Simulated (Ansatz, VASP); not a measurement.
# Cu in VASP and in Ansatz

```
Cu
1.0
    -1.44262    1.44262    1.44262
     1.44262   -1.44262    1.44262
     1.44262    1.44262   -1.44262
Cu
1
Direct
  0.00000 0.00000 0.00000
```

Alike in both runs: functional PBE; k mesh 20 × 20 × 20; occupations gaussian, width 0.1 eV; no spin polarisation.

Ansatz relaxed the structure, and its values are those at the end. VASP's run is a single point on that final structure, the one shown.

|  | VASP | Ansatz |
| --- | --- | --- |
| version | VASP 6.6.1 | Ansatz 0.2.0 |
| potentials or method | VASP PAW PBE potentials, release 64 (Cu), cutoff 520 eV | scalar-relativistic, plane waves, PAW |
| valence electrons in the cell | 11 | 19 |

```csv
,VASP,Ansatz,Ansatz less VASP
gap on the k mesh at the Fermi level (eV),none,none,-
pressure (GPa),0.5,-0.1,-0.57
```

A gap of «none» marks a metal or a gap that the smearing closes. VASP's potentials hold 11 valence electrons a cell and Ansatz's 19, so a difference there can come from the potentials and not from the codes.
